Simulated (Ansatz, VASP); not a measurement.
## One calculation of W, two programs

Contents of INCAR:

```
SYSTEM = W
PREC = Accurate ; ENCUT = 520
EDIFF = 1E-8 ; ISMEAR = -1
SIGMA = 0.05 ; LREAL = .False.
LASPH = .True. ; NELM = 80
ALGO = Normal ; ISIF = 2
LWAVE = .False. ; LCHARG = .False.
LEFG = .True. ; NBANDS = 13
```

KPOINTS

```
Automatic mesh
0
Gamma
  14 14 14
  0 0 0
```

The input POSCAR:

```
W
1.0
    0.0000000000      2.0163754284      2.0163754284
    2.0163754284      0.0000000000      2.0163754284
    2.0163754284      2.0163754284      0.0000000000
W
1
Direct
    0.0000000000      0.0000000000      0.0000000000
```

Input for Ansatz:

```yaml
crystal:
  lattice:
    - [0.0, 2.0163754284, 2.0163754284]
    - [2.0163754284, 0.0, 2.0163754284]
    - [2.0163754284, 2.0163754284, 0.0]
  atoms:
    - { symbol: W, position: [0.0, 0.0, 0.0] }
kpoints:
  mp_grid: { grid: [14, 14, 14] }
scf:
  occupations: { method: fermi_dirac, width: 0.05 }
hamiltonian:
  xc: lda
  pseudopotentials: { kind: all_electron, datasets: crystal }
output:
  forces: true
  stress: true
  eigenvalues: true
  efg: { contact_densities: true }
```

Change from the starting cell: volume scaled by 0.98, crystal datasets.

Alike in both runs: task electric field gradients; functional LDA; k mesh 14 × 14 × 14; occupations fermi-dirac, width 0.05 eV; no spin polarisation.

```csv
,VASP,Ansatz
version,VASP 6.6.1,Ansatz 0.2.0
potentials or method,"VASP PAW LDA potentials, release 64 (W_sv), cutoff 520 eV","all-electron PAW with datasets made for the crystal, scalar-relativistic"
```

|  | VASP | Ansatz | Ansatz less VASP |
| --- | --- | --- | --- |
| pressure (GPa) | -11.2 | -12.6 | -1.47 |

LDA's correlation is that of Perdew and Zunger in VASP and of Perdew and Wang (1992) in Ansatz. Ansatz ran all-electron here, and VASP with PAW potentials.

Neither program's run includes spin-orbit coupling.
